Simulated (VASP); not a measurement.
# Pb (Fm-3m) in VASP: a series of runs

Runs on Pb. Level: PBEsol. Tasks: single point.

Program: VASP 6.6.1. These are calculated values, not measurements. Logs are shortened: lines on timing, memory, paths and dates and some standing lists are left out, and cuts for length are marked.

## 1. The cell of the first run

Symmetry: Fm-3m, No. 225, cubic system. The conventional cell has a = 4.576 Å, b = 4.576 Å, c = 4.576 Å, α = 90.00°, β = 90.00°, γ = 90.00°. Within 4.3 Å of Pb (site symmetry m-3m) lie 12 Pb at 3.24 Å.

## 2. Single point, PBEsol

INCAR

```
SYSTEM = Pb
ALGO     = Normal         ! electronic algorithm
EDIFF    = 1E-6           ! SCF threshold, eV
ENCUT    = 500            ! plane-wave cutoff, eV
GGA      = PS             ! functional
GGA_COMPAT= .False.      
ISIF     = 2              ! what is computed and relaxed
ISMEAR   = 0              ! smearing method
LASPH    = .True.         ! aspherical terms in the spheres
LCHARG   = .False.        ! write CHGCAR
LREAL    = .False.        ! projectors in reciprocal space
LWAVE    = .False.        ! write WAVECAR
NBANDS   = 13             ! bands
NELM     = 120            ! most SCF steps
PREC     = Accurate       ! precision mode
SIGMA    = 0.1            ! smearing width, eV
```

KPOINTS

```
k-points
0
Gamma
  16 16 16
  0 0 0
```

POSCAR

```
Pb
1.0
    0.0000000000      2.2878568488      2.2878568488
    2.2878568488      0.0000000000      2.2878568488
    2.2878568488      2.2878568488      0.0000000000
Pb
1
Direct
    0.0000000000      0.0000000000      0.0000000000
```

Potentials or basis: VASP PAW PBE potentials, release 64 (Pb_d).

On the command line:

```sh
> cat potpaw_PBE.64/Pb_d/POTCAR > POTCAR
> mpirun -np 1 vasp_std > vasp.out
```

OUTCAR:

```text
SYSTEM = Pb
   EDIFF = 1E-6
   ENCUT = 500
   GGA = PS
   ISIF = 2
   ISMEAR = 0
   LASPH = .True.
   LREAL = .False.
   NELM = 120
   PREC = Accurate

 ion  position               nearest neighbor table
   1  0.000  0.000  0.000-

  LATTYP: Found a face centered cubic cell.
 ALAT       =     4.5757136976

  Lattice vectors:

 A1 = (   0.0000000000,   2.2878568488,   2.2878568488)
 A2 = (   2.2878568488,   0.0000000000,   2.2878568488)
 A3 = (   2.2878568488,   2.2878568488,   0.0000000000)

Analysis of symmetry for initial positions (statically):
=====================================================================
 Subroutine PRICEL returns:
 Original cell was already a primitive cell.

 Routine SETGRP: Setting up the symmetry group for a
 face centered cubic supercell.

 Subroutine GETGRP returns: Found 48 space group operations
 (whereof 48 operations were pure point group operations)
 out of a pool of 48 trial point group operations.

The static configuration has the point symmetry O_h .

Analysis of symmetry for dynamics (positions and initial velocities):
=====================================================================
 Subroutine PRICEL returns:
 Original cell was already a primitive cell.

 Routine SETGRP: Setting up the symmetry group for a
 face centered cubic supercell.

 Subroutine GETGRP returns: Found 48 space group operations
 (whereof 48 operations were pure point group operations)
 out of a pool of 48 trial point group operations.

The dynamic configuration has the point symmetry O_h .

 Subroutine INISYM returns: Found 48 space group operations
 (whereof 48 operations are pure point group operations),
 and found     1 'primitive' translations

----------------------------------------------------------------------------------------

                                     Primitive cell

  volume of cell :      23.9506

  direct lattice vectors                    reciprocal lattice vectors
     0.000000000  2.287856849  2.287856849    -0.218545142  0.218545142  0.218545142
     2.287856849  0.000000000  2.287856849     0.218545142 -0.218545142  0.218545142
     2.287856849  2.287856849  0.000000000     0.218545142  0.218545142 -0.218545142

  length of vectors
     3.235518184  3.235518184  3.235518184     0.378531290  0.378531290  0.378531290

  position of ions in fractional coordinates (direct lattice)
     0.000000000  0.000000000  0.000000000

  ion indices of the primitive-cell ions
   primitive index   ion index
                 1           1

----------------------------------------------------------------------------------------

 KPOINTS: k-points

Automatic generation of k-mesh.
 Grid dimensions read from file:
 generate k-points for:   16   16   16

 Generating k-lattice:

  Cartesian coordinates                     Fractional coordinates (reciprocal lattice)
    -0.013659071  0.013659071  0.013659071     0.062500000  0.000000000  0.000000000
     0.013659071 -0.013659071  0.013659071     0.000000000  0.062500000  0.000000000
     0.013659071  0.013659071 -0.013659071     0.000000000  0.000000000  0.062500000

  Length of vectors
     0.023658206  0.023658206  0.023658206

  Shift w.r.t. Gamma in fractional coordinates (k-lattice)
     0.000000000  0.000000000  0.000000000

 Subroutine IBZKPT returns following result:
 ===========================================

 Found    145 irreducible k-points:

 Following reciprocal coordinates:
            Coordinates               Weight
  0.000000  0.000000  0.000000      1.000000
  0.062500  0.000000  0.000000      8.000000
  0.125000  0.000000  0.000000      8.000000
  0.187500  0.000000  0.000000      8.000000
  0.250000  0.000000  0.000000      8.000000
  0.312500  0.000000  0.000000      8.000000
[... 16 lines left out ...]
 -0.125000  0.062500  0.000000     24.000000
 -0.062500  0.062500  0.000000     12.000000
 [... further k-points ...]
   k-points           NKPTS =    145   k-points in BZ     NKDIM =    145   number of bands    NBANDS=     13
   number of dos      NEDOS =    301   number of ions     NIONS =      1
   total plane-waves  NPLWV =  13824
   dimension x,y,z NGX =    24 NGY =   24 NGZ =   24
   dimension x,y,z NGXF=    48 NGYF=   48 NGZF=   48
   ions per type =               1
   NGX,Y,Z   is equivalent  to a cutoff of  12.33, 12.33, 12.33 a.u.
   NGXF,Y,Z  is equivalent  to a cutoff of  24.66, 24.66, 24.66 a.u.
 SYSTEM =  Pb
   PREC   = accura    normal or accurate (medium, high low for compatibility)
   ISTART =      0    job   : 0-new  1-cont  2-samecut
   ICHARG =      2    charge: 1-file 2-atom 10-const
   ISPIN  =      1    spin polarized calculation?
   LNONCOLLINEAR =      F non collinear calculations
   LSORBIT =      F    spin-orbit coupling
   LASPH  =      T    aspherical Exc in radial PAW
   ENCUT  =  500.0 eV  36.75 Ry    6.06 a.u.   5.90  5.90  5.90*2*pi/ulx,y,z
   NELM   =    120;   NELMIN=  2; NELMDL= -5     # of ELM steps
   EDIFF  = 0.1E-05   stopping-criterion for ELM
   LREAL  =      F    real-space projection
   EDIFFG = 0.1E-04   stopping-criterion for IOM
   NSW    =      0    number of steps for IOM
   IBRION =     -1    ionic relax: 0-MD 1-quasi-New 2-CG
   NFREE  =      0    steps in history (QN), initial steepest desc. (CG)
   ISIF   =      2    stress and relaxation
   ISYM   =      2    0-nonsym 1-usesym 2-fastsym
   POTIM  = 0.5000    time-step for ionic-motion
   TEBEG  =    0.0;   TEEND  =   0.0 temperature during run
   PSTRESS=    0.0 pullay stress
   NELECT =      14.0000    total number of electrons
   NUPDOWN=      -1.0000    fix difference up-down
   EMIN   =  10.00;   EMAX   =-10.00  energy-range for DOS
   EFERMI =   0.00;   METHOD = LEGACY
   ISMEAR =     0;   SIGMA  =   0.10  broadening in eV -4-tet -1-fermi 0-gaus
   EFERMI_NEDOS =   21; number of points for ismear=-14 and -15
   IALGO  =     38    algorithm
   IMIX   =      4    mixing-type and parameters
     AMIX     =   0.40;   BMIX     =  1.00
     AMIX_MAG =   1.60;   BMIX_MAG =  1.00
  volume/ion in A,a.u.               =      23.95       161.63
  Fermi-wavevector in a.u.,A,eV,Ry     =   1.368817  2.586689 25.492685  1.873659
  Thomas-Fermi vector in A             =   2.494747
   LORBIT       =      0    0 simple, 1 ext, 2 COOP (PROOUT), +10 PAW based schemes
   GGA     = PS    functional components
   LHFCALC =     F    Hartree Fock is set to
   AEXX    =    0.0000 exact exchange contribution
   IVDW    =     0    specifies the selected vdW correction
   LEPSILON=     F    determine dielectric tensor
   LRPA    =     F    only Hartree local field effects (RPA)
 non-spin polarized calculation
 Gauss-broadening in eV      SIGMA  =   0.10
  energy-cutoff  :      500.00
  volume of cell :       23.95
 maximum number of plane-waves:       620
   NGX = 11   NGY = 11   NGZ = 11

 number of electron      14.0000002 magnetization

 Free energy of the ion-electron system (eV)
  ---------------------------------------------------
  ext. energy  EPLUGINS =         0.00000000
  ---------------------------------------------------
  free energy    TOTEN  =        -3.71725187 eV

  energy without entropy =       -3.71413649  energy(sigma->0) =       -3.71569418

 E-fermi :  10.2152     XC(G=0): -11.5285

 val. band max:       10.2086999785   @ k =   0.3750   0.3125   0.0000
 cond. band min:      10.2462270488   @ k =  -0.3750   0.2500   0.0000
 fundamental gap:      0.0375270702
 Fermi energy:        10.2152018852

 k-point     1 :       0.0000    0.0000    0.0000
  band No.  band energies     occupation
      1      -7.2074      2.00000
      2      -7.2074      2.00000
      3      -7.2074      2.00000
      4      -6.9225      2.00000
      5      -6.9225      2.00000
      6      -3.5601      2.00000
      7      19.4252      0.00000
      8      19.4252      0.00000
      9      19.4252      0.00000
     10      19.8517      0.00000
     11      24.3845      0.00000
     12      24.5052      0.00000
     13      24.5052      0.00000

 k-point     2 :       0.0625    0.0000    0.0000
  band No.  band energies     occupation
      1      -7.2093      2.00000
      2      -7.1963      2.00000
      3      -7.1963      2.00000
      4      -6.9240      2.00000
      5      -6.9240      2.00000
      6      -3.4651      2.00000
      7      18.2320      0.00000
      8      19.3171      0.00000
      9      19.3171      0.00000
     10      19.8270      0.00000
     11      24.4363      0.00000
     12      24.6694      0.00000
     13      24.6694      0.00000

 k-point     3 :       0.1250    0.0000    0.0000
  band No.  band energies     occupation
      1      -7.2168      2.00000
      2      -7.1688      2.00000
      3      -7.1688      2.00000
      4      -6.9236      2.00000
      5      -6.9236      2.00000
      6      -3.1772      2.00000
      7      15.9733      0.00000
      8      19.0250      0.00000
      9      19.0250      0.00000
     10      19.8381      0.00000
     11      24.1787      0.00000
     12      24.9899      0.00000
     13      24.9899      0.00000
[... 305 lines left out ...]
 k-point    23 :      -0.1250    0.0625    0.0000
  band No.  band energies     occupation
      1      -7.2252      2.00000
      2      -7.1518      2.00000
      3      -7.1451      2.00000
      4      -6.9481      2.00000
      5      -6.8970      2.00000
      6      -2.9515      2.00000
      7      15.1855      0.00000
      8      17.2174      0.00000
      9      19.6641      0.00000
     10      20.3133      0.00000
     11      23.2530      0.00000
     12      24.3098      0.00000
     13      24.8078      0.00000

 k-point    24 :      -0.0625    0.0625    0.0000
  band No.  band energies     occupation
      1      -7.2164      2.00000
      2      -7.1825      2.00000
      3      -7.1719      2.00000
      4      -6.9378      2.00000
      5      -6.9135      2.00000
      6      -3.3058      2.00000
      7      17.3111      0.00000
      8      17.9703      0.00000
      9      19.6473      0.00000
     10      20.0572      0.00000
     11      23.9870      0.00000
     12      24.5489      0.00000
     13      25.1631      0.00000

 [... further k-points ...]
[... 5 lines left out ...]
  --------------------------------------------------------------------------------------
  -------------------------------------------------------------------------------------
  Total        2.7860386      2.7860386      2.7860386      0.0000000     -0.0000000     -0.0000000
  in kB      186.3722165    186.3722165    186.3722165      0.0000000     -0.0000000     -0.0000000
  external PRESSURE =     186.3722165 kB  Pullay stress =       0.0000000 kB

 VOLUME and BASIS-vectors are now :
 -----------------------------------------------------------------------------
  energy-cutoff  :      500.00
  volume of cell :       23.95
      direct lattice vectors                 reciprocal lattice vectors
     0.000000000  2.287856849  2.287856849    -0.218545142  0.218545142  0.218545142
     2.287856849  0.000000000  2.287856849     0.218545142 -0.218545142  0.218545142
     2.287856849  2.287856849  0.000000000     0.218545142  0.218545142 -0.218545142

 POSITION                                       TOTAL-FORCE (eV/Angst)
 -----------------------------------------------------------------------------------
      0.00000      0.00000      0.00000        -0.000000      0.000000      0.000000
 -----------------------------------------------------------------------------------
    total drift:                               -0.000000      0.000000     -0.000000

  FREE ENERGIE OF THE ION-ELECTRON SYSTEM (eV)
  ---------------------------------------------------
  free  energy   TOTEN  =        -3.7172518724 eV

  energy  without entropy=       -3.7141364946  energy(sigma->0) =       -3.71569418
```

Run time: 13 s. Hardware: 1 thread of Intel Xeon Platinum 8488C (Sapphire Rapids), shared host; peak memory 0.16 GiB.

What came out:

| Quantity | Value |
| --- | --- |
| Free energy | -3.7173 eV |
| Pressure | 18.6 GPa |
| Band gap on the k mesh | zero (band 7 reaches 19.43 eV, above the bottom of band 8 at 7.90 eV) |

Caveat: the PAW data sets were made with another functional, which shifts forces and pressure a little; spin-orbit coupling is left out, which moves the levels of the heavy elements.

## 3. Single point, PBEsol

INCAR

```
  PREC = Accurate
  ENCUT = 500
  EDIFF = 1E-6
  ISMEAR = 0
  SIGMA = 0.1
  LREAL = False
  LASPH = True
  NELM = 120
  ALGO = Normal
  ISIF = 2
  LWAVE = False
  LCHARG = False
  GGA = PS
  NBANDS = 13
  GGA_COMPAT = False
```

KPOINTS

```
Automatic mesh
0
Gamma
  16 16 16
```

POSCAR is that of step 2.

Potentials or basis: VASP PAW PBE potentials, release 64 (Pb_d).

On the command line:

```sh
> cat potpaw_PBE.64/Pb_d/POTCAR > POTCAR
> mpirun -np 1 vasp_std > vasp.out
```

It took 13 s on 1 thread of Intel Xeon Platinum 8488C (Sapphire Rapids), shared host; peak memory 0.16 GiB.

The run converged. Its results:

- Free energy: -3.7173 eV
- Pressure: 18.6 GPa
- Band gap on the k mesh: zero (band 7 reaches 19.43 eV, above the bottom of band 8 at 7.90 eV)

Levels at points of the mesh, in eV from the Fermi level:
```
           k point  band 4  band 5  band 6  band 7  band 8  band 9  band 10  band 11
(0.00, 0.00, 0.00)  -17.14  -17.14  -13.78    9.21    9.21    9.21     9.64    14.17
(0.50, 0.00, 0.00)  -16.88  -16.88   -8.52   -5.68    6.82    6.82     9.12    11.74
(0.50, 0.50, 0.00)  -16.81  -16.81   -6.48   -4.48    2.13    2.13     6.09     7.40
```

Caveat: the PAW data sets were made with another functional, which shifts forces and pressure a little; spin-orbit coupling is left out, which moves the levels of the heavy elements.

(Part 1 of 3 ends here.)
